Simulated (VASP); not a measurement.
# PbF2 in VASP: a series of runs, part 2 of 2

VASP 6.6.1.

### 3 Single point, PBE (atom 2 (F) moved 0.05 Å along z)

Input file INCAR:

```
PREC     = Accurate       # precision mode
ENCUT    = 520            # plane-wave cutoff, eV
EDIFF    = 1E-6           # SCF threshold, eV
ISMEAR   = 0              # smearing method
SIGMA    = 0.05           # smearing width, eV
LREAL    = False          # projectors in reciprocal space
LASPH    = True           # aspherical terms in the spheres
NELM     = 100            # most SCF steps
ALGO     = Normal         # electronic algorithm
ISIF     = 2              # what is computed and relaxed
LWAVE    = False          # write WAVECAR
LCHARG   = True           # write CHGCAR
GGA      = PE             # functional
LELF     = True           # ELF
LVHAR    = True         
NBANDS   = 21             # bands
```

Input file KPOINTS:

```
Automatic mesh
0
Gamma
  10 10 10
```

Input file POSCAR:

```
PbF2
1.0
    0.0000000000      3.0003645022      3.0003645022
    3.0003645022      0.0000000000      3.0003645022
    3.0003645022      3.0003645022      0.0000000000
Pb F
1 2
Direct
    0.0000000000      0.0000000000      0.0000000000
    0.2583323210      0.2583323210      0.2416676790
    0.7500000000      0.7500000000      0.7500000000
```

Potentials or basis: VASP PAW PBE potentials, release 64 (Pb_d, F).

On the command line:

```console
cat potpaw_PBE.64/Pb_d/POTCAR potpaw_PBE.64/F/POTCAR > POTCAR
mpirun -np 1 vasp_std > vasp.out
```

OUTCAR:

```text
PREC = Accurate
   ENCUT = 520
   EDIFF = 1E-6
   ISMEAR = 0
   LREAL = False
   LASPH = True
   NELM = 100
   ISIF = 2
   GGA = PE

 ion  position               nearest neighbor table
   1  0.000  0.000  0.000-   2 2.57   2 2.57   3 2.60   3 2.60   3 2.60   3 2.60   2 2.63   2 2.63

   2  0.258  0.258  0.242-   1 2.57   1 2.57   1 2.63   1 2.63
   3  0.750  0.750  0.750-   1 2.60   1 2.60   1 2.60   1 2.60

  LATTYP: Found a face centered cubic cell.
 ALAT       =     6.0007290044

  Lattice vectors:

 A1 = (   0.0000000000,   3.0003645022,   3.0003645022)
 A2 = (   3.0003645022,   0.0000000000,   3.0003645022)
 A3 = (   3.0003645022,   3.0003645022,   0.0000000000)

Analysis of symmetry for initial positions (statically):
=====================================================================
 Subroutine PRICEL returns:
 Original cell was already a primitive cell.

 Routine SETGRP: Setting up the symmetry group for a
 face centered cubic supercell.

 Subroutine GETGRP returns: Found  4 space group operations
 (whereof  4 operations were pure point group operations)
 out of a pool of 48 trial point group operations.

The static configuration has the point symmetry C_2v.

Analysis of symmetry for dynamics (positions and initial velocities):
=====================================================================
 Subroutine PRICEL returns:
 Original cell was already a primitive cell.

 Routine SETGRP: Setting up the symmetry group for a
 face centered cubic supercell.

 Subroutine GETGRP returns: Found  4 space group operations
 (whereof  4 operations were pure point group operations)
 out of a pool of 48 trial point group operations.

The dynamic configuration has the point symmetry C_2v.

[... 113 lines left out ...]
   EMIN   =  10.00;   EMAX   =-10.00  energy-range for DOS
   EFERMI =   0.00;   METHOD = LEGACY
   ISMEAR =     0;   SIGMA  =   0.05  broadening in eV -4-tet -1-fermi 0-gaus
   EFERMI_NEDOS =   21; number of points for ismear=-14 and -15
   IALGO  =     38    algorithm
   IMIX   =      4    mixing-type and parameters
     AMIX     =   0.40;   BMIX     =  1.00
     AMIX_MAG =   1.60;   BMIX_MAG =  1.00
  volume/ion in A,a.u.               =      18.01       121.51
  Fermi-wavevector in a.u.,A,eV,Ry     =   1.315054  2.485091 23.529456  1.729366
  Thomas-Fermi vector in A             =   2.445263
   LORBIT       =      0    0 simple, 1 ext, 2 COOP (PROOUT), +10 PAW based schemes
   GGA     = PE    functional components
   LHFCALC =     F    Hartree Fock is set to
   AEXX    =    0.0000 exact exchange contribution
   IVDW    =     0    specifies the selected vdW correction
   LEPSILON=     F    determine dielectric tensor
   LRPA    =     F    only Hartree local field effects (RPA)
 non-spin polarized calculation
 Gauss-broadening in eV      SIGMA  =   0.05
  energy-cutoff  :      520.00
  volume of cell :       54.02
 maximum number of plane-waves:      1476
   NGX = 15   NGY = 15   NGZ = 15

 number of electron      28.0000008 magnetization

 Free energy of the ion-electron system (eV)
  ---------------------------------------------------
  ext. energy  EPLUGINS =         0.00000000
  ---------------------------------------------------
  free energy    TOTEN  =       -14.34817511 eV

  energy without entropy =      -14.34817511  energy(sigma->0) =      -14.34817511

 E-fermi :   1.7723     XC(G=0):  -9.2233

 val. band max:        1.4769485701   @ k =   0.5000   0.0000   0.0000
 cond. band min:       5.8613186320   @ k =   0.0000   0.5000   0.5000
 fundamental gap:      4.3843700619
 Fermi energy:         1.7722541912

 k-point     1 :       0.0000    0.0000    0.0000
  band No.  band energies     occupation
      1     -19.3602      2.00000
      2     -18.8015      2.00000
      3     -12.9591      2.00000
      4     -12.9557      2.00000
      5     -12.9528      2.00000
      6     -12.9135      2.00000
[... 565 lines left out ...]
     20      15.9296      0.00000
     21      16.5569      0.00000

 [... further k-points ...]

------------------------ aborting loop because EDIFF is reached ----------------------------------------

  FORCE on cell =-STRESS in cart. coord.  units (eV):
  Direction    XX          YY          ZZ          XY          YZ          ZX
  --------------------------------------------------------------------------------------
  -------------------------------------------------------------------------------------
  Total       -0.0608467     -0.0608467     -0.0524042     -0.1070122      0.0000000      0.0000000
  in kB       -1.8046602     -1.8046602     -1.5542629     -3.1738905      0.0000000      0.0000000
  external PRESSURE =      -1.7211944 kB  Pullay stress =       0.0000000 kB

 VOLUME and BASIS-vectors are now :
 -----------------------------------------------------------------------------
  energy-cutoff  :      520.00
  volume of cell :       54.02
      direct lattice vectors                 reciprocal lattice vectors
     0.000000000  3.000364502  3.000364502    -0.166646419  0.166646419  0.166646419
     3.000364502  0.000000000  3.000364502     0.166646419 -0.166646419  0.166646419
     3.000364502  3.000364502  0.000000000     0.166646419  0.166646419 -0.166646419

 POSITION                                       TOTAL-FORCE (eV/Angst)
 -----------------------------------------------------------------------------------
      0.00000      0.00000      0.00000         0.000000      0.000000      0.027300
      1.50018      1.50018      1.55018        -0.000000     -0.000000     -0.112164
      4.50055      4.50055      4.50055         0.000000      0.000000      0.084864
 -----------------------------------------------------------------------------------
    total drift:                                0.000000      0.000000      0.000075

  FREE ENERGIE OF THE ION-ELECTRON SYSTEM (eV)
  ---------------------------------------------------
  free  energy   TOTEN  =       -14.3481751111 eV

  energy  without entropy=      -14.3481751111  energy(sigma->0) =      -14.34817511
```

OSZICAR:

```text
N       E                     dE             d eps       ncg     rms          rms(c)
DAV:   1     0.301093728450E+03    0.30109E+03   -0.14672E+04  7237   0.151E+03
DAV:   2     0.112655983799E+02   -0.28983E+03   -0.27247E+03  7734   0.423E+02
DAV:   3    -0.155678819466E+02   -0.26833E+02   -0.26517E+02  8502   0.138E+02
DAV:   4    -0.163349811630E+02   -0.76710E+00   -0.76661E+00  8345   0.247E+01
DAV:   5    -0.163611173926E+02   -0.26136E-01   -0.26134E-01  9389   0.471E+00    0.808E+00
DAV:   6    -0.143615682283E+02    0.19995E+01   -0.91044E+00  9650   0.232E+01    0.275E+00
DAV:   7    -0.143556884538E+02    0.58798E-02   -0.48562E-01  7742   0.412E+00    0.160E+00
DAV:   8    -0.143503567327E+02    0.53317E-02   -0.11057E-01  7752   0.355E+00    0.552E-01
DAV:   9    -0.143470100758E+02    0.33467E-02   -0.21267E-02  9368   0.104E+00    0.107E-01
DAV:  10    -0.143482082598E+02   -0.11982E-02   -0.18899E-03  7485   0.420E-01    0.391E-02
DAV:  11    -0.143481653328E+02    0.42927E-04   -0.16920E-04  8447   0.123E-01    0.133E-02
DAV:  12    -0.143481769058E+02   -0.11573E-04   -0.58637E-05  7931   0.697E-02    0.116E-02
DAV:  13    -0.143481750821E+02    0.18237E-05   -0.19172E-05  8341   0.413E-02    0.252E-03
DAV:  14    -0.143481751111E+02   -0.28981E-07   -0.10383E-06  6940   0.679E-03
   1 F= -.14348175E+02 E0= -.14348175E+02  d E =-.443712E-19
```

Wall time 5.5 min (1 thread of Intel Xeon 8259CL, shared host); peak memory 0.27 GiB.

Results:

```
Free energy            : -14.3482 eV
Pressure               : -0.2 GPa
Largest force          : 0.112 eV/Å
Band gap on the k mesh : 4.38 eV (least direct gap 4.55 eV)
```

Forces in eV/Å, atoms in the order of the input:
```
Pb   0.000  0.000  0.027
F    0.000  0.000 -0.112
F    0.000  0.000  0.085
```

Caveat: the cell differs from its parent crystal (atom 2 (F) moved 0.05 Å along z); spin-orbit coupling is left out, which moves the levels of the heavy elements.

### 4 Single point, PBE

Input file INCAR:

```
SYSTEM = PbF2
  PREC = Accurate
  ENCUT = 520
  EDIFF = 1E-6
  ISMEAR = 0
  SIGMA = 0.05
  LREAL = .FALSE.
  LASPH = .TRUE.
  NELM = 60
  ALGO = Normal
  ISIF = 2
  LWAVE = .FALSE.
  LCHARG = .FALSE.
  GGA = PE
  NBANDS = 21
```

Input file KPOINTS:

```
regular mesh
0
G
  10 10 10
  0 0 0
```

Input file POSCAR:

```
PbF2
1.0
   -0.0150018225      3.0003645022      3.0003645022
    2.9853626797      0.0000000000      2.9853626797
    3.0003645022      3.0003645022     -0.0150018225
Pb F
1 2
Direct
    0.0000000000      0.0000000000      0.0000000000
    0.2500000000      0.2500000000      0.2500000000
    0.7500000000      0.7500000000      0.7500000000
```

On the command line:

```console
cat potpaw_PBE.64/Pb_d/POTCAR potpaw_PBE.64/F/POTCAR > POTCAR
mpirun -np 1 vasp_std > vasp.out
```

Wall time 5.1 min (1 thread of Intel Xeon 8259CL, shared host); peak memory 0.27 GiB.

Results (log left out):

```yaml
Free_energy: -14.3505 eV
Pressure: -0.2 GPa
Largest_force: 0.021 eV/Å
Band_gap_on_the_k_mesh: 4.42 eV (least direct gap 4.56 eV)
```

Forces on the atoms (eV/Å):
```
Pb   0.000  0.000  0.000
F    0.000  0.021  0.000
F    0.000 -0.021  0.000
```

Stress tensor (GPa, compression positive):
```
-0.20  0.00  0.27
 0.00 -0.20  0.00
 0.27  0.00 -0.20
```

Levels at points of the mesh, in eV from the valence-band top:
| k point | band 11 | band 12 | band 13 | band 14 | band 15 | band 16 | band 17 | band 18 |
| --- | --- | --- | --- | --- | --- | --- | --- | --- |
| (0.00, 0.00, 0.00) | -2.23 | -1.77 | -1.75 | -1.74 | 6.67 | 6.73 | 6.80 | 10.54 |
| (0.50, 0.00, 0.00) | -2.41 | -1.92 | -1.92 | -0.02 | 5.00 | 7.53 | 7.60 | 13.17 |
| (0.00, 0.50, 0.00) | -2.41 | -1.92 | -1.92 | 0.00 | 5.05 | 7.50 | 7.57 | 13.15 |
| (0.50, 0.50, 0.00) | -1.36 | -1.36 | -1.35 | -0.14 | 4.42 | 7.76 | 7.76 | 9.04 |
| (0.50, 0.00, 0.50) | -1.36 | -1.35 | -1.35 | -0.14 | 4.42 | 7.71 | 7.82 | 9.04 |

Caveat: spin-orbit coupling is left out, which moves the levels of the heavy elements.

### 5 Single point, PBE

Input file INCAR:

```
PREC = Accurate
ENCUT = 520
EDIFF = 1E-7
ISMEAR = 0
SIGMA = 0.05
LREAL = False
LASPH = True
NELM = 60
ALGO = Normal
ISIF = 2
LWAVE = False
LCHARG = False
GGA = PE
NBANDS = 21
```

Input file KPOINTS:

```
Automatic mesh
0
Gamma
  10 10 10
```

Input file POSCAR:

```
PbF2
1.0
    0.0300036450      3.0003645022      3.0003645022
    3.0303681472      0.0000000000      3.0303681472
    3.0003645022      3.0003645022      0.0300036450
Pb F
1 2
Direct
    0.0000000000      0.0000000000      0.0000000000
    0.2500000000      0.2500000000      0.2500000000
    0.7500000000      0.7500000000      0.7500000000
```

On the command line:

```console
cat potpaw_PBE.64/Pb_d/POTCAR potpaw_PBE.64/F/POTCAR > POTCAR
mpirun -np 1 vasp_std > vasp.out
```

Run time: 5.6 min. Hardware: 1 thread of Intel Xeon 8259CL, shared host; peak memory 0.27 GiB.

The run converged. Its results:

* Free energy: -14.3492 eV
* Pressure: -0.2 GPa
* Largest force: 0.043 eV/Å
* Band gap on the k mesh: 4.41 eV (least direct gap 4.56 eV)

Forces on the atoms (eV/Å):
```
Pb   0.000  0.000  0.000
F    0.000 -0.043  0.000
F    0.000  0.043  0.000
```

Stress tensor (GPa, compression positive):
```
-0.17  0.00 -0.55
 0.00 -0.17  0.00
-0.55  0.00 -0.17
```

Levels at points of the mesh, in eV from the valence-band top:
```
           k point  band 11  band 12  band 13  band 14  band 15  band 16  band 17  band 18
(0.00, 0.00, 0.00)    -2.23    -1.80    -1.76    -1.73     6.59     6.72     6.85    10.53
(0.50, 0.00, 0.00)    -2.42    -1.94    -1.93     0.00     5.07     7.44     7.59    13.13
(0.00, 0.50, 0.00)    -2.41    -1.93    -1.93    -0.03     4.97     7.50     7.65    13.17
(0.50, 0.50, 0.00)    -1.37    -1.37    -1.36    -0.15     4.41     7.75     7.76     9.03
(0.50, 0.00, 0.50)    -1.38    -1.36    -1.36    -0.15     4.41     7.64     7.87     9.03
```

Caveat: spin-orbit coupling is left out, which moves the levels of the heavy elements.

### 6 Summary

| cell | gap on the mesh (eV) | pressure (GPa) | largest force (eV/Å) |
| --- | --- | --- | --- |
| a = 4.243 Å, angles 60.0°, 3 atoms, atomic positions A | 4.36 | -0.1 | 0.18 |
| a = 4.243 Å, angles 60.0°, 3 atoms, atomic positions B | 4.38 | -0.2 | 0.11 |
| a = 4.243, b = 4.222 Å, angles 60.2, 60.3, 60.2°, 3 atoms, atomic positions C | 4.42 | -0.2 | 0.02 |
| a = 4.243, b = 4.286 Å, angles 59.7, 59.3, 59.7°, 3 atoms, atomic positions C | 4.41 | -0.2 | 0.04 |

Alike in all rows: task single point; level PBE; potentials or basis VASP PAW PBE potentials, release 64 (Pb_d, F); no spin polarisation; k mesh 10 × 10 × 10; cutoff (eV) 520; smearing gaussian 0.05 eV.

Caveats: spin-orbit coupling is left out, which moves the levels of the heavy elements.

Absolute energies hang on the potentials; compare differences alone.
